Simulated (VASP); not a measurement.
Here is a VASP 6.6.1 calculation.

The input INCAR:

```
SYSTEM = Al3SiNO
  ALGO = Normal
  EDIFF = 1E-6
  ENCUT = 520
  GGA = PE
  ISIF = 2
  ISMEAR = 0
  LASPH = .True.
  LCHARG = .False.
  LREAL = .False.
  LWAVE = .False.
  NBANDS = 21
  NELM = 80
  PREC = Accurate
  SIGMA = 0.1
```

The input KPOINTS:

```
k-points
0
Gamma
  4 6 4
  0 0 0
```

File POSCAR:

```
Al3SiNO
1.0
    4.8656020146      0.0000000000     -2.2030697256
    0.0000000000      2.8099112776      0.0000000000
   -4.8503769379      0.0000000000      8.7053726094
Al Si N O
3 1 1 1
Direct
    0.5422963784      0.0000000000      0.8895932814
    0.4577036216      0.0000000000      0.1104067186
    0.5000000000      0.5000000000      0.5000000000
    0.0000000000      0.5000000000      0.5000000000
    0.5000000000      0.5000000000      0.0000000000
    0.0000000000      0.0000000000      0.0000000000
```

Potentials or basis: VASP PAW PBE potentials, release 64 (Al, Si, N, O).

Command:

```sh
$ cat potpaw_PBE.64/Al/POTCAR potpaw_PBE.64/Si/POTCAR potpaw_PBE.64/N/POTCAR potpaw_PBE.64/O/POTCAR > POTCAR
$ mpirun -np 1 vasp_std > vasp.out
```

**Question.** What does it give for the largest force?

**Answer.** 0.030 eV/Å.

**Question.** Estimate the band gap on the k mesh.

**Answer.** Zero (bands 12 and 13 overlap by 3.14 eV).

Stress tensor (GPa, compression positive):
```
 0.11  0.00 -0.04
 0.00 -0.13  0.00
-0.04  0.00 -0.15
```

Caveat: the k points lie up to 0.37 Å⁻¹ apart, too coarse for converged energies and pressures of a metal.
